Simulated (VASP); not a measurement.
# Al2Au (I4/mmm) in VASP: a series of runs

The runs below take Al2Au through single point, with LDA.

Program: VASP 6.6.1. These are calculated values, not measurements. Logs are shortened: lines on timing, memory, paths and dates and some standing lists are left out, and cuts for length are marked.

**1. The cell of the first run**

The structure is tetragonal, space group I4/mmm (No. 139). The conventional cell has a = 4.243 Å, b = 4.243 Å, c = 6.060 Å, α = 90.00°, β = 90.00°, γ = 90.00°. Within 3.4 Å of Al (site symmetry -4m2) lie 4 Au at 2.61 Å and 6 Al at 3.00 to 3.03 Å. Within 3.4 Å of Au (site symmetry 4/mmm) lie 8 Al at 2.61 Å.

**2. Single point, LDA (zz strain of +1 %)**

INCAR

```
PREC = Accurate
ENCUT = 520
EDIFF = 1E-7
ISMEAR = -1
SIGMA = 0.05
LREAL = False
LASPH = True
NELM = 80
ALGO = Normal
ISIF = 2
LWAVE = False
LCHARG = True
GGA = CA
LELF = True
LVHAR = True
NBANDS = 16
```

KPOINTS

```
regular mesh
0
Gamma
  11 11 11
```

POSCAR

```
Al2Au
1.0
    0.0000000000      3.0000000000      3.0300000000
    3.0000000000      0.0000000000      3.0300000000
    3.0000000000      3.0000000000      0.0000000000
Al Au
2 1
Direct
    0.2500000000      0.2500000000      0.2500000000
    0.7500000000      0.7500000000      0.7500000000
    0.0000000000      0.0000000000      0.0000000000
```

Potentials or basis: VASP PAW LDA potentials, release 64 (Al, Au).

Run with:

```bash
cat potpaw_LDA.64/Al/POTCAR potpaw_LDA.64/Au/POTCAR > POTCAR
mpirun -np 1 vasp_std > vasp.out
```

OUTCAR:

```text
PREC = Accurate
   ENCUT = 520
   EDIFF = 1E-7
   ISMEAR = -1
   LREAL = False
   LASPH = True
   NELM = 80
   ISIF = 2
   GGA = CA

 ion  position               nearest neighbor table
   1  0.250  0.250  0.250-   3 2.61   3 2.61   3 2.61   3 2.61   2 3.00   2 3.00   2 3.00   2 3.00
                             2 3.03   2 3.03
   2  0.750  0.750  0.750-   3 2.61   3 2.61   3 2.61   3 2.61   1 3.00   1 3.00   1 3.00   1 3.00
                             1 3.03   1 3.03
   3  0.000  0.000  0.000-   2 2.61   2 2.61   2 2.61   1 2.61   2 2.61   1 2.61   1 2.61   1 2.61

  LATTYP: Found a body centered tetragonal cell.
 ALAT       =     4.2426406871
 C/A-ratio  =     1.4283556980

  Lattice vectors:

 A1 = (  -3.0000000000,   0.0000000000,   3.0300000000)
 A2 = (   3.0000000000,   0.0000000000,   3.0300000000)
 A3 = (   0.0000000000,   3.0000000000,  -3.0300000000)

Analysis of symmetry for initial positions (statically):
=====================================================================
 Subroutine PRICEL returns:
 Original cell was already a primitive cell.

 Routine SETGRP: Setting up the symmetry group for a
 body centered tetragonal supercell.

 Subroutine GETGRP returns: Found 16 space group operations
 (whereof 16 operations were pure point group operations)
 out of a pool of 16 trial point group operations.

The static configuration has the point symmetry D_4h.

Analysis of symmetry for dynamics (positions and initial velocities):
=====================================================================
 Subroutine PRICEL returns:
 Original cell was already a primitive cell.

 Routine SETGRP: Setting up the symmetry group for a
 body centered tetragonal supercell.

 Subroutine GETGRP returns: Found 16 space group operations
 (whereof 16 operations were pure point group operations)
 out of a pool of 16 trial point group operations.

The dynamic configuration has the point symmetry D_4h.

 Subroutine INISYM returns: Found 16 space group operations
 (whereof 16 operations are pure point group operations),
 and found     1 'primitive' translations

----------------------------------------------------------------------------------------

                                     Primitive cell

  volume of cell :      54.5400

  direct lattice vectors                    reciprocal lattice vectors
     0.000000000  3.000000000  3.030000000    -0.166666667  0.166666667  0.165016502
     3.000000000  0.000000000  3.030000000     0.166666667 -0.166666667  0.165016502
     3.000000000  3.000000000  0.000000000     0.166666667  0.166666667 -0.165016502

  length of vectors
     4.263906659  4.263906659  4.242640687     0.287725566  0.287725566  0.287725566

  position of ions in fractional coordinates (direct lattice)
     0.250000000  0.250000000  0.250000000
     0.750000000  0.750000000  0.750000000
     0.000000000  0.000000000  0.000000000

  ion indices of the primitive-cell ions
   primitive index   ion index
                 1           1
                 2           2
                 3           3

----------------------------------------------------------------------------------------

 KPOINTS: regular mesh

Automatic generation of k-mesh.
 Grid dimensions read from file:
 generate k-points for:   11   11   11

 Generating k-lattice:

  Cartesian coordinates                     Fractional coordinates (reciprocal lattice)
    -0.015151515  0.015151515  0.015001500     0.090909091  0.000000000  0.000000000
     0.015151515 -0.015151515  0.015001500     0.000000000  0.090909091  0.000000000
     0.015151515  0.015151515 -0.015001500     0.000000000  0.000000000  0.090909091

  Length of vectors
     0.026156870  0.026156870  0.026156870

  Shift w.r.t. Gamma in fractional coordinates (k-lattice)
     0.000000000  0.000000000  0.000000000

 Subroutine IBZKPT returns following result:
 ===========================================

 Found    126 irreducible k-points:

 Following reciprocal coordinates:
            Coordinates               Weight
  0.000000  0.000000  0.000000      1.000000
  0.090909 -0.000000  0.000000      8.000000
  0.181818  0.000000  0.000000      8.000000
  0.272727  0.000000  0.000000      8.000000
  0.363636  0.000000  0.000000      8.000000
  0.454545  0.000000  0.000000      8.000000
[... 16 lines left out ...]
 -0.272727  0.181818  0.000000      8.000000
 -0.181818  0.181818  0.000000      4.000000
 [... further k-points ...]
   k-points           NKPTS =    126   k-points in BZ     NKDIM =    126   number of bands    NBANDS=     16
   number of dos      NEDOS =    301   number of ions     NIONS =      3
   total plane-waves  NPLWV =  32768
   dimension x,y,z NGX =    32 NGY =   32 NGZ =   32
   dimension x,y,z NGXF=    64 NGYF=   64 NGZF=   64
   ions per type =               2   1
   NGX,Y,Z   is equivalent  to a cutoff of  12.48, 12.48, 12.54 a.u.
   NGXF,Y,Z  is equivalent  to a cutoff of  24.95, 24.95, 25.08 a.u.
 SYSTEM =  unknown system
   PREC   = accura    normal or accurate (medium, high low for compatibility)
   ISTART =      0    job   : 0-new  1-cont  2-samecut
   ICHARG =      2    charge: 1-file 2-atom 10-const
   ISPIN  =      1    spin polarized calculation?
   LNONCOLLINEAR =      F non collinear calculations
   LSORBIT =      F    spin-orbit coupling
   LASPH  =      T    aspherical Exc in radial PAW
   ENCUT  =  520.0 eV  38.22 Ry    6.18 a.u.   7.93  7.93  7.89*2*pi/ulx,y,z
   NELM   =     80;   NELMIN=  2; NELMDL= -5     # of ELM steps
   EDIFF  = 0.1E-06   stopping-criterion for ELM
   LREAL  =      F    real-space projection
   EDIFFG = 0.1E-05   stopping-criterion for IOM
   NSW    =      0    number of steps for IOM
   IBRION =     -1    ionic relax: 0-MD 1-quasi-New 2-CG
   NFREE  =      0    steps in history (QN), initial steepest desc. (CG)
   ISIF   =      2    stress and relaxation
   ISYM   =      2    0-nonsym 1-usesym 2-fastsym
   POTIM  = 0.5000    time-step for ionic-motion
   TEBEG  =    0.0;   TEEND  =   0.0 temperature during run
   PSTRESS=    0.0 pullay stress
   NELECT =      17.0000    total number of electrons
   NUPDOWN=      -1.0000    fix difference up-down
   EMIN   =  10.00;   EMAX   =-10.00  energy-range for DOS
   EFERMI =   0.00;   METHOD = LEGACY
   ISMEAR =    -1;   SIGMA  =   0.05  broadening in eV -4-tet -1-fermi 0-gaus
   EFERMI_NEDOS =   21; number of points for ismear=-14 and -15
   IALGO  =     38    algorithm
   IMIX   =      4    mixing-type and parameters
     AMIX     =   0.40;   BMIX     =  1.00
     AMIX_MAG =   1.60;   BMIX_MAG =  1.00
  volume/ion in A,a.u.               =      18.18       122.68
  Fermi-wavevector in a.u.,A,eV,Ry     =   1.109991  2.097579 16.763464  1.232080
  Thomas-Fermi vector in A             =   2.246537
   LORBIT       =      0    0 simple, 1 ext, 2 COOP (PROOUT), +10 PAW based schemes
   GGA     = CA    functional components
   LHFCALC =     F    Hartree Fock is set to
   AEXX    =    0.0000 exact exchange contribution
   IVDW    =     0    specifies the selected vdW correction
   LEPSILON=     F    determine dielectric tensor
   LRPA    =     F    only Hartree local field effects (RPA)
 non-spin polarized calculation
  energy-cutoff  :      520.00
  volume of cell :       54.54
 maximum number of plane-waves:      1484
   NGX = 15   NGY = 15   NGZ = 15

 number of electron      17.0000002 magnetization

 Free energy of the ion-electron system (eV)
  ---------------------------------------------------
  ext. energy  EPLUGINS =         0.00000000
  ---------------------------------------------------
  free energy    TOTEN  =       -14.27152434 eV

  energy without entropy =      -14.26297908  energy(sigma->0) =      -14.26725171

 E-fermi :   7.5210     XC(G=0): -10.6727

 val. band max:        7.4921964274   @ k =  -0.2727  -0.0000   0.2727
 cond. band min:       7.5325490871   @ k =  -0.3636  -0.0000   0.1818
 fundamental gap:      0.0403526597
 Fermi energy:         7.5210078196

 k-point     1 :       0.0000    0.0000    0.0000
  band No.  band energies     occupation
      1      -2.9918      2.00000
      2       0.9070      2.00000
      3       0.9070      2.00000
      4       0.9178      2.00000
      5       1.8517      2.00000
      6       1.8790      2.00000
[... 8 lines left out ...]
     15      13.2415      0.00000
     16      13.2415      0.00000

 k-point     2 :       0.0909   -0.0000    0.0000
  band No.  band energies     occupation
      1      -2.8843      2.00000
      2       0.8738      2.00000
      3       0.9341      2.00000
      4       0.9416      2.00000
      5       1.8464      2.00000
      6       1.8726      2.00000
[... 8 lines left out ...]
     15      12.9677      0.00000
     16      13.0036      0.00000

 k-point     3 :       0.1818    0.0000    0.0000
  band No.  band energies     occupation
      1      -2.5689      2.00000
      2       0.7863      2.00000
      3       1.0032      2.00000
      4       1.0092      2.00000
      5       1.8416      2.00000
      6       1.8641      2.00000
[... 8 lines left out ...]
     15      13.0624      0.00000
     16      13.2168      0.00000

 k-point     4 :       0.2727    0.0000    0.0000
  band No.  band energies     occupation
      1      -2.0745      2.00000
      2       0.7035      2.00000
      3       1.0809      2.00000
      4       1.0832      2.00000
      5       1.8628      2.00000
      6       1.8778      2.00000
[... 8 lines left out ...]
     15      14.0653      0.00000
     16      14.0927      0.00000
[... 324 lines left out ...]
 k-point    22 :      -0.3636    0.1818    0.0000
  band No.  band energies     occupation
      1      -0.7756      2.00000
      2       0.6245      2.00000
      3       1.2401      2.00000
      4       1.2995      2.00000
      5       1.8618      2.00000
      6       1.9531      2.00000
[... 8 lines left out ...]
     15      15.0426      0.00000
     16      16.1301      0.00000

 k-point    23 :      -0.2727    0.1818    0.0000
  band No.  band energies     occupation
      1      -1.3156      2.00000
      2       0.5568      2.00000
      3       1.1820      2.00000
      4       1.2465      2.00000
      5       1.7778      2.00000
      6       2.0058      2.00000
[... 8 lines left out ...]
     15      14.4475      0.00000
     16      16.6854      0.00000

 k-point    24 :      -0.1818    0.1818    0.0000
  band No.  band energies     occupation
      1      -1.8889      2.00000
      2       0.6114      2.00000
      3       1.1376      2.00000
      4       1.1490      2.00000
      5       1.7646      2.00000
      6       1.9633      2.00000
[... 8 lines left out ...]
     15      14.2254      0.00000
     16      16.2616      0.00000

 [... further k-points ...]

------------------------ aborting loop because EDIFF is reached ----------------------------------------

  FORCE on cell =-STRESS in cart. coord.  units (eV):
  Direction    XX          YY          ZZ          XY          YZ          ZX
  --------------------------------------------------------------------------------------
  -------------------------------------------------------------------------------------
  Total       -1.0981280     -1.0981280     -1.2664000      0.0000000      0.0000000     -0.0000000
  in kB      -32.2588167    -32.2588167    -37.2020068      0.0000000      0.0000000     -0.0000000
  external PRESSURE =     -33.9065467 kB  Pullay stress =       0.0000000 kB

 VOLUME and BASIS-vectors are now :
 -----------------------------------------------------------------------------
  energy-cutoff  :      520.00
  volume of cell :       54.54
      direct lattice vectors                 reciprocal lattice vectors
     0.000000000  3.000000000  3.030000000    -0.166666667  0.166666667  0.165016502
     3.000000000  0.000000000  3.030000000     0.166666667 -0.166666667  0.165016502
     3.000000000  3.000000000  0.000000000     0.166666667  0.166666667 -0.165016502

 POSITION                                       TOTAL-FORCE (eV/Angst)
 -----------------------------------------------------------------------------------
      1.50000      1.50000      1.51500         0.000000      0.000000     -0.000000
      4.50000      4.50000      4.54500        -0.000000     -0.000000      0.000000
      0.00000      0.00000      0.00000        -0.000000      0.000000     -0.000000
 -----------------------------------------------------------------------------------
    total drift:                                0.000000     -0.000000      0.000000

  FREE ENERGIE OF THE ION-ELECTRON SYSTEM (eV)
  ---------------------------------------------------
  free  energy   TOTEN  =       -14.2715243374 eV

  energy  without entropy=      -14.2629790849  energy(sigma->0) =      -14.26725171
```

It took 91 s on 1 thread of Intel Xeon 8259CL, shared host; peak memory 0.23 GiB.

Results:

```yaml
Free_energy: -14.2715 eV
Pressure: -3.4 GPa
Band_gap_on_the_k_mesh: zero (an odd number of electrons rules out a gap without spin polarisation)
```

Stress tensor (GPa, compression positive):
```
-3.23  0.00  0.00
 0.00 -3.23  0.00
 0.00  0.00 -3.72
```

Caveat: the cell differs from its parent crystal (zz strain of +1 %); the cell stands under tension; spin-orbit coupling is left out, which moves the levels of the heavy elements.

**3. Single point, LDA (zz strain of +2 %)**

INCAR

```
SYSTEM = Al2Au
ALGO = Normal ; EDIFF = 1E-6
ENCUT = 520 ; GGA = CA
ISIF = 2 ; ISMEAR = -1
LASPH = .TRUE. ; LCHARG = .TRUE.
LELF = .TRUE. ; LREAL = .FALSE.
LVHAR = .TRUE. ; LWAVE = .FALSE.
NBANDS = 16 ; NELM = 100
PREC = Accurate ; SIGMA = 0.05
```

KPOINTS

```
k-points
0
G
  11 11 11
  0 0 0
```

POSCAR

```
Al2Au
1.0
    0.0000000000      3.0000000000      3.0600000000
    3.0000000000      0.0000000000      3.0600000000
    3.0000000000      3.0000000000      0.0000000000
Al Au
2 1
Direct
    0.2500000000      0.2500000000      0.2500000000
    0.7500000000      0.7500000000      0.7500000000
    0.0000000000      0.0000000000      0.0000000000
```

Potentials or basis: VASP PAW LDA potentials, release 64 (Al, Au).

Run with:

```bash
cat potpaw_LDA.64/Al/POTCAR potpaw_LDA.64/Au/POTCAR > POTCAR
mpirun -np 1 vasp_std > vasp.out
```

Run time: 85 s. Hardware: 1 thread of Intel Xeon 8259CL, shared host; peak memory 0.23 GiB.

Results (log left out):

- Free energy: -14.2569 eV
- Pressure: -4.4 GPa
- Band gap on the k mesh: zero (an odd number of electrons rules out a gap without spin polarisation)

Stress tensor (GPa, compression positive):
```
-4.06  0.00  0.00
 0.00 -4.06  0.00
 0.00  0.00 -5.04
```

Levels at points of the mesh, in eV from the Fermi level:
| k point | band 6 | band 7 | band 8 | band 9 | band 10 | band 11 | band 12 | band 13 |
| --- | --- | --- | --- | --- | --- | --- | --- | --- |
| (0.00, 0.00, 0.00) | -5.58 | 1.94 | 2.81 | 2.96 | 2.96 | 3.70 | 3.70 | 3.97 |

Caveat: the cell differs from its parent crystal (zz strain of +2 %); the cell stands under tension; spin-orbit coupling is left out, which moves the levels of the heavy elements.
